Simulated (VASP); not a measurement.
# MoS2 (P6_3/mmc) in VASP: further runs

Runs on MoS2. Level: PBE. Tasks: single point, relaxation of cell and atoms.

Program: VASP 6.6.1. These are calculated values, not measurements. Logs are shortened: lines on timing, memory, paths and dates and some standing lists are left out, and cuts for length are marked.

## 1. The cell of the first run

It takes space group P6_3/mmc (No. 194, hexagonal). Conventional cell: a = 3.185 Å, b = 3.185 Å, c = 14.808 Å, α = 90.00°, β = 90.00°, γ = 120.00°. Mo (site symmetry -6m2) has 6 S at 2.41 Å and 6 Mo at 3.19 Å within 3.2 Å. Within 3.2 Å of S (site symmetry 3m) lie 3 Mo at 2.41 Å and 7 S at 3.13 to 3.19 Å.

## 2. Single point, PBE

INCAR reads:

```
SYSTEM = MoS2
ALGO = Normal
EDIFF = 1E-7
ENCUT = 520
GGA = PE
ISIF = 2
ISMEAR = 0
LASPH = .TRUE.
LCHARG = .TRUE.
LELF = .TRUE.
LREAL = .FALSE.
LVHAR = .TRUE.
LWAVE = .FALSE.
NBANDS = 35
NELM = 100
PREC = Accurate
SIGMA = 0.02
```

KPOINTS reads:

```
k-points
0
G
  12 12 2
  0 0 0
```

POSCAR reads:

```
MoS2
1.0
    3.1850687533      0.0000000029      0.0000000000
   -1.5925343791      2.7583504517      0.0000000000
    0.0000000000      0.0000000000     14.8079795476
Mo S
2 4
Direct
    0.6666666667      0.3333333333      0.2500000000
    0.3333333333      0.6666666667      0.7500000000
    0.6666666667      0.3333333333      0.6444802404
    0.3333333333      0.6666666667      0.3555197596
    0.6666666667      0.3333333333      0.8555197596
    0.3333333333      0.6666666667      0.1444802404
```

Potentials or basis: VASP PAW PBE potentials, release 64 (Mo_sv, S).

On the command line:

```console
> cat potpaw_PBE.64/Mo_sv/POTCAR potpaw_PBE.64/S/POTCAR > POTCAR
> mpirun -np 1 vasp_std > vasp.out
```

OUTCAR:

```text
SYSTEM = MoS2
   EDIFF = 1E-7
   ENCUT = 520
   GGA = PE
   ISIF = 2
   ISMEAR = 0
   LASPH = .TRUE.
   LREAL = .FALSE.
   NELM = 100
   PREC = Accurate

 ion  position               nearest neighbor table
   1  0.667  0.333  0.250-   4 2.41   6 2.41   4 2.41   6 2.41   4 2.41   6 2.41
   2  0.333  0.667  0.750-   3 2.41   5 2.41   3 2.41   5 2.41   3 2.41   5 2.41
   3  0.667  0.333  0.644-   2 2.41   2 2.41   2 2.41
   4  0.333  0.667  0.356-   1 2.41   1 2.41   1 2.41
   5  0.667  0.333  0.856-   2 2.41   2 2.41   2 2.41
   6  0.333  0.667  0.144-   1 2.41   1 2.41   1 2.41

  LATTYP: Found a hexagonal cell.
 ALAT       =     3.1850687533
 C/A-ratio  =     4.6491867820

  Lattice vectors:

 A1 = (   3.1850687533,   0.0000000029,   0.0000000000)
 A2 = (  -1.5925343791,   2.7583504517,   0.0000000000)
 A3 = (   0.0000000000,   0.0000000000,  14.8079795476)

Analysis of symmetry for initial positions (statically):
=====================================================================
 Subroutine PRICEL returns:
 Original cell was already a primitive cell.

 Routine SETGRP: Setting up the symmetry group for a
 hexagonal supercell.

 Subroutine GETGRP returns: Found 24 space group operations
 (whereof 12 operations were pure point group operations)
 out of a pool of 24 trial point group operations.

The static configuration has the point symmetry D_3d.
 The point group associated with its full space group is D_6h.

Analysis of symmetry for dynamics (positions and initial velocities):
=====================================================================
 Subroutine PRICEL returns:
 Original cell was already a primitive cell.

 Routine SETGRP: Setting up the symmetry group for a
 hexagonal supercell.

 Subroutine GETGRP returns: Found 24 space group operations
 (whereof 12 operations were pure point group operations)
 out of a pool of 24 trial point group operations.

The dynamic configuration has the point symmetry D_3d.
 The point group associated with its full space group is D_6h.

 Subroutine INISYM returns: Found 24 space group operations
 (whereof 12 operations are pure point group operations),
 and found     1 'primitive' translations

----------------------------------------------------------------------------------------

                                     Primitive cell

[... 98 lines left out ...]
   EDIFF  = 0.1E-06   stopping-criterion for ELM
   LREAL  =      F    real-space projection
   EDIFFG = 0.1E-05   stopping-criterion for IOM
   NSW    =      0    number of steps for IOM
   IBRION =     -1    ionic relax: 0-MD 1-quasi-New 2-CG
   NFREE  =      0    steps in history (QN), initial steepest desc. (CG)
   ISIF   =      2    stress and relaxation
   ISYM   =      2    0-nonsym 1-usesym 2-fastsym
   POTIM  = 0.5000    time-step for ionic-motion
   TEBEG  =    0.0;   TEEND  =   0.0 temperature during run
   PSTRESS=    0.0 pullay stress
   NELECT =      52.0000    total number of electrons
   NUPDOWN=      -1.0000    fix difference up-down
   EMIN   =  10.00;   EMAX   =-10.00  energy-range for DOS
   EFERMI =   0.00;   METHOD = LEGACY
   ISMEAR =     0;   SIGMA  =   0.02  broadening in eV -4-tet -1-fermi 0-gaus
   EFERMI_NEDOS =   21; number of points for ismear=-14 and -15
   IALGO  =     38    algorithm
   IMIX   =      4    mixing-type and parameters
     AMIX     =   0.40;   BMIX     =  1.00
     AMIX_MAG =   1.60;   BMIX_MAG =  1.00
  volume/ion in A,a.u.               =      21.68       146.32
  Fermi-wavevector in a.u.,A,eV,Ry     =   1.205928  2.278873 19.786429  1.454262
  Thomas-Fermi vector in A             =   2.341610
   LORBIT       =      0    0 simple, 1 ext, 2 COOP (PROOUT), +10 PAW based schemes
   GGA     = PE    functional components
   LHFCALC =     F    Hartree Fock is set to
   AEXX    =    0.0000 exact exchange contribution
   IVDW    =     0    specifies the selected vdW correction
   LEPSILON=     F    determine dielectric tensor
   LRPA    =     F    only Hartree local field effects (RPA)
 non-spin polarized calculation
 Gauss-broadening in eV      SIGMA  =   0.02
  energy-cutoff  :      520.00
  volume of cell :      130.10
 maximum number of plane-waves:      3525
 NGX is ok and might be reduce to    24
   NGX = 11   NGY = 11   NGZ = 55

 number of electron      51.9999999 magnetization

 Free energy of the ion-electron system (eV)
  ---------------------------------------------------
  ext. energy  EPLUGINS =         0.00000000
  ---------------------------------------------------
  free energy    TOTEN  =       -43.71545455 eV

  energy without entropy =      -43.71545455  energy(sigma->0) =      -43.71545455

 E-fermi :   5.0723     XC(G=0):  -9.4404

 val. band max:        4.7875880713   @ k =   0.0000   0.0000   0.0000
 cond. band min:       6.2464032443   @ k =   0.3333   0.3333   0.0000
 fundamental gap:      1.4588151730
 Fermi energy:         5.0722991772

 k-point     1 :       0.0000    0.0000    0.0000
  band No.  band energies     occupation
      1     -56.2866      2.00000
      2     -56.2865      2.00000
      3     -30.4242      2.00000
      4     -30.4242      2.00000
      5     -30.2224      2.00000
      6     -30.2224      2.00000
[... 901 lines left out ...]
     34       8.6629      0.00000
     35      11.9937      0.00000

 [... further k-points ...]

------------------------ aborting loop because EDIFF is reached ----------------------------------------

  FORCE on cell =-STRESS in cart. coord.  units (eV):
  Direction    XX          YY          ZZ          XY          YZ          ZX
  --------------------------------------------------------------------------------------
  -------------------------------------------------------------------------------------
  Total       -0.0719143     -0.0719143     -0.1070734     -0.0000000     -0.0000000      0.0000000
  in kB       -0.8856491     -0.8856491     -1.3186451     -0.0000000     -0.0000000      0.0000000
  external PRESSURE =      -1.0299811 kB  Pullay stress =       0.0000000 kB

 VOLUME and BASIS-vectors are now :
 -----------------------------------------------------------------------------
  energy-cutoff  :      520.00
  volume of cell :      130.10
      direct lattice vectors                 reciprocal lattice vectors
     3.185068753  0.000000003  0.000000000     0.313964965  0.181267757  0.000000000
    -1.592534379  2.758350452  0.000000000    -0.000000000  0.362535514  0.000000000
     0.000000000  0.000000000 14.807979548     0.000000000  0.000000000  0.067531158

 POSITION                                       TOTAL-FORCE (eV/Angst)
 -----------------------------------------------------------------------------------
      1.59253      0.91945      3.70199        -0.000000     -0.000000     -0.000000
     -0.00000      1.83890     11.10598         0.000000      0.000000     -0.000000
      1.59253      0.91945      9.54345         0.000000      0.000000      0.010116
     -0.00000      1.83890      5.26453        -0.000000      0.000000     -0.010116
      1.59253      0.91945     12.66852         0.000000      0.000000     -0.010116
     -0.00000      1.83890      2.13946        -0.000000     -0.000000      0.010116
 -----------------------------------------------------------------------------------
    total drift:                               -0.000000      0.000000     -0.000000

  FREE ENERGIE OF THE ION-ELECTRON SYSTEM (eV)
  ---------------------------------------------------
  free  energy   TOTEN  =       -43.7154545502 eV

  energy  without entropy=      -43.7154545502  energy(sigma->0) =      -43.71545455
```

Wall time 2.4 min (1 thread of Intel Xeon Platinum 8259CL at 2.50GHz (Skylake/Cascade Lake), shared host); peak memory 0.32 GiB.

Results:

```yaml
Free_energy: -43.7155 eV
Pressure: -0.1 GPa
Largest_force: 0.010 eV/Å
Band_gap_on_the_k_mesh: 1.46 eV, indirect (least direct gap 1.67 eV)
```

Forces in eV/Å, atoms in the order of the input:
```
Mo   0.000  0.000  0.000
Mo   0.000  0.000  0.000
S    0.000  0.000  0.010
S    0.000  0.000 -0.010
S    0.000  0.000 -0.010
S    0.000  0.000  0.010
```

Caveat: this functional lacks dispersion, which binds the layers, so the pressure and a relaxed spacing across them are unreliable. PBE gaps usually lie below the measured ones, often by a third to a half.

## 3. Relaxation of cell and atoms, PBE

INCAR reads:

```
SYSTEM = MoS2
PREC = Accurate ; ENCUT = 600
EDIFF = 1E-6 ; ISMEAR = 0
SIGMA = 0.02 ; LREAL = .FALSE.
LASPH = .TRUE. ; NELM = 100
ALGO = Normal ; ISIF = 3
LWAVE = .FALSE. ; LCHARG = .FALSE.
GGA = PE ; IBRION = 2
NSW = 100 ; EDIFFG = -0.005
```

KPOINTS reads:

```
Automatic mesh
0
G
  12 12 2
  0 0 0
```

POSCAR is that of step 2.

Potentials or basis: VASP PAW PBE potentials, release 64 (Mo_sv, S).

On the command line:

```console
> cat potpaw_PBE.64/Mo_sv/POTCAR potpaw_PBE.64/S/POTCAR > POTCAR
> mpirun -np 1 vasp_std > vasp.out
```

Wall time 7.8 min (1 thread of Intel Xeon Platinum 8259CL at 2.50GHz (Skylake/Cascade Lake), shared host); peak memory 0.4 GiB.

It converged, with:

* Free energy: -43.7170 eV
* Relaxed volume: 21.67 Å³/atom
* Relaxed cell: a = 3.184 Å, b = 3.184 Å, c = 14.804 Å, α = 90.00°, β = 90.00°, γ = 120.00°
* Space group after relaxing (to 0.05 Å): P6_3/mmc (No. 194)
* Energy gained by relaxing: 0.0 meV/atom
* Ionic steps: 4
* Pressure after relaxing: 0.0 GPa
* Largest force after relaxing: 0.005 eV/Å
* Band gap on the k mesh: 1.46 eV, indirect (least direct gap 1.67 eV)

Forces on the atoms (eV/Å):
```
Mo   0.000  0.000  0.000
Mo   0.000  0.000  0.000
S    0.000  0.000 -0.005
S    0.000  0.000  0.005
S    0.000  0.000  0.005
S    0.000  0.000 -0.005
```

Final structure:
```xyz
6
Lattice="3.1844 0.0000 0.0000 -1.5922 2.7578 0.0000 0.0000 0.0000 14.8037" Properties=species:S:1:pos:R:3 pbc="T T T"
Mo    1.5922    0.9193    3.7009
Mo    0.0000    1.8385   11.1028
S     1.5922    0.9193    9.5409
S     0.0000    1.8385    5.2628
S     1.5922    0.9193   12.6647
S     0.0000    1.8385    2.1390
```

Levels at points of the mesh, in eV from the valence-band top:
| k point | band 24 | band 25 | band 26 | band 27 | band 28 | band 29 |
| --- | --- | --- | --- | --- | --- | --- |
| (0.00, 0.00, 0.00) | -1.67 | -0.39 | 0.00 | 2.55 | 2.55 | 2.55 |
| (0.50, 0.00, 0.00) | -1.18 | -0.84 | -0.83 | 2.03 | 2.04 | 2.52 |
| (0.00, 0.00, 0.50) | -1.71 | -0.16 | -0.16 | 2.55 | 2.55 | 2.55 |
| (0.50, 0.00, 0.50) | -1.18 | -0.84 | -0.84 | 2.03 | 2.03 | 2.55 |

Caveat: this functional lacks dispersion, which binds the layers, so the pressure and a relaxed spacing across them are unreliable.
